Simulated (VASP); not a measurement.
Runs of VASP 6.6.1 on Co. The structure is that of space group P6_3/mmc (No. 194), or close to it. The cells are those of the table. 

| task | level | potentials or basis | cell | cutoff (eV) | gap on the mesh (eV) | pressure (GPa) | moment (μB) | relaxed volume (Å³/atom) |
| --- | --- | --- | --- | --- | --- | --- | --- | --- |
| relaxation of cell and atoms | PBE+D3(BJ) | VASP PAW PBE potentials, release 64 (Co) | relaxed from a = 2.507, b = 2.507, c = 4.070 Å, angles 90.0, 90.0, 120.0°, 2 atoms | 600 | none | 0.0 | 3.15 | 10.51 |
| relaxation of cell and atoms | revPBE+D3(BJ) | VASP PAW PBE potentials, release 64 (Co) | relaxed from a = 2.507, b = 2.507, c = 4.070 Å, angles 90.0, 90.0, 120.0°, 2 atoms | 600 | none | 0.0 | 3.16 | (a) |
| relaxation of cell and atoms | LDA | VASP PAW LDA potentials, release 64 (Co) | relaxed from a = 2.507, b = 2.507, c = 4.070 Å, angles 90.0, 90.0, 120.0°, 2 atoms | 600 | none | 0.0 | 2.82 | 9.93 |
| single point | PBE+D3(BJ) | VASP PAW PBE potentials, release 64 (Co) | a = 2.471, b = 2.471, c = 3.992 Å, angles 90.0, 90.0, 120.0°, 2 atoms | 520 | none | -0.9 | 3.16 | - |
| single point | revPBE+D3(BJ) | VASP PAW PBE potentials, release 64 (Co) | a = 2.464, b = 2.464, c = 3.982 Å, angles 90.0, 90.0, 120.0°, 2 atoms | 520 | none | -0.9 | (b) | - |

Alike in all rows: spin collinear, ferromagnetic start; k mesh 12 × 12 × 7; smearing fermi-dirac 0.1 eV.

Problem. Estimate the missing entries.

Solution. (a) 10.42; (b) 3.17.

Caveats: the PAW data sets were made with another functional, which shifts forces and pressure a little (at least some runs).

A gap of «none» marks levels without a gap at the run's occupations.
